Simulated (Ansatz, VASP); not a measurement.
**Two plane-wave programs on HRh6**

The input INCAR:

```
ALGO     = Normal         # electronic algorithm
DIPOL    = 0.5 0.5 0.305
EDIFF    = 1E-6           # SCF threshold, eV
ENCUT    = 520            # plane-wave cutoff, eV
GGA      = PE             # functional
IDIPOL   = 3            
ISIF     = 2              # what is computed and relaxed
ISMEAR   = 0              # smearing method
LASPH    = True           # aspherical terms in the spheres
LCHARG   = False          # write CHGCAR
LDIPOL   = True         
LREAL    = False          # projectors in reciprocal space
LWAVE    = False          # write WAVECAR
NBANDS   = 104            # bands
NELM     = 60             # most SCF steps
PREC     = Accurate       # precision mode
SIGMA    = 0.1            # smearing width, eV
```

File KPOINTS:

```
k-points
0
Gamma
  5 5 1
```

The input POSCAR:

```
HRh6
1.0
    5.4163401145      0.0000000000      0.0000000000
    0.0000000000      5.4163401145      0.0000000000
    0.0000000000      0.0000000000     21.6737367085
Rh H
12 2
Direct
    0.2500000000      0.2500000000      0.1845551625
    0.2500000000      0.7500000000      0.1845551625
    0.7500000000      0.2500000000      0.1845551625
    0.7500000000      0.7500000000      0.1845551625
    0.0000000000      0.0000000000      0.2693761947
    0.0000000000      0.5000000000      0.2693761947
    0.5000000000      0.0000000000      0.2693761947
    0.5000000000      0.5000000000      0.2693761947
    0.2500000000      0.2500000000      0.3540569313
    0.2500000000      0.7500000000      0.3540569313
    0.7500000000      0.2500000000      0.3540569313
    0.7500000000      0.7500000000      0.3540569313
    0.4399963826      0.5000000000      0.5201565775
    0.5600036174      0.5000000000      0.5201565775
```

Input for Ansatz:

```yaml
crystal:
  lattice:
    - [5.4163401145, 0.0, 0.0]
    - [0.0, 5.4163401145, 0.0]
    - [0.0, 0.0, 21.6737367085]
  atoms:
    - { symbol: Rh, position: [0.25, 0.25, 0.1845551625] }
    - { symbol: Rh, position: [0.25, 0.75, 0.1845551625] }
    - { symbol: Rh, position: [0.75, 0.25, 0.1845551625] }
    - { symbol: Rh, position: [0.75, 0.75, 0.1845551625] }
    - { symbol: Rh, position: [0.0, 0.0, 0.2693761947] }
    - { symbol: Rh, position: [0.0, 0.5, 0.2693761947] }
    - { symbol: Rh, position: [0.5, 0.0, 0.2693761947] }
    - { symbol: Rh, position: [0.5, 0.5, 0.2693761947] }
    - { symbol: Rh, position: [0.25, 0.25, 0.3540569313] }
    - { symbol: Rh, position: [0.25, 0.75, 0.3540569313] }
    - { symbol: Rh, position: [0.75, 0.25, 0.3540569313] }
    - { symbol: Rh, position: [0.75, 0.75, 0.3540569313] }
    - { symbol: H, position: [0.4399963826, 0.5, 0.5201565775] }
    - { symbol: H, position: [0.5600036174, 0.5, 0.5201565775] }
basis:
  ecutwfc: 420
kpoints:
  mp_grid: { grid: [5, 5, 1] }
hamiltonian:
  xc: pbe
scf:
  occupations: { method: gaussian, width: 0.1 }
output:
  forces: true
  eigenvalues: true
  write_density: true
  write_potential: true
  elf: true
  volumetric_format: npy
efield:
  axis: 3
  dipole_correction: true
  ramp_width: 0.04
```

Alike in both runs: task single point; functional PBE; k mesh 5 × 5 × 1; occupations gaussian, width 0.1 eV; no spin polarisation.

|  | VASP | Ansatz |
| --- | --- | --- |
| version | VASP 6.6.1 | Ansatz 0.2.0 |
| potentials or method | VASP PAW PBE potentials, release 64 (Rh_pv, H), cutoff 520 eV | scalar-relativistic, plane waves, PAW |
| valence electrons in the cell | 182 | 206 |

```tsv
	VASP	Ansatz	Ansatz less VASP
gap on the k mesh at the Fermi level (eV)	none	none	-
rms of the force components (eV/Å)	1.067	1.060	-0.0074
```

Atom by atom the forces differ by 0.008 eV/Å (rms over components). A gap of «none» marks a metal or a gap that the smearing closes. With one functional, cell and mesh, what is left measures potentials, basis and numerics. VASP's potentials hold 182 valence electrons a cell and Ansatz's 206, so a difference there can come from the potentials and not from the codes. Ansatz's warnings: xc potential rough in thin density.
